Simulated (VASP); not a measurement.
A run of VASP 6.6.1 is set up as follows.

Contents of INCAR:

```
ALGO = Normal
EDIFF = 1E-6
ENCUT = 520
GGA = RE
ISIF = 2
ISMEAR = -1
LASPH = True
LCHARG = False
LREAL = False
LWAVE = False
NBANDS = 8
NELM = 80
PREC = Accurate
SIGMA = 0.1
```

Contents of KPOINTS:

```
k-points
0
Gamma
  21 21 21
```

Contents of POSCAR:

```
B
1.0
    0.0000000000      1.4946272235      1.4946272235
    1.4946272235      0.0000000000      1.4946272235
    1.4946272235      1.4946272235      0.0000000000
B
1
Direct
    0.0000000000      0.0000000000      0.0000000000
```

Potentials or basis: VASP PAW PBE potentials, release 64 (B).

Launch:

```console
$ cat potpaw_PBE.64/B/POTCAR > POTCAR
$ mpirun -np 1 vasp_std > vasp.out
```

**Question.** What does it give for the pressure?

**Answer.** -24.3 GPa.

Caveat: the PAW data sets were made with another functional, which shifts forces and pressure a little.
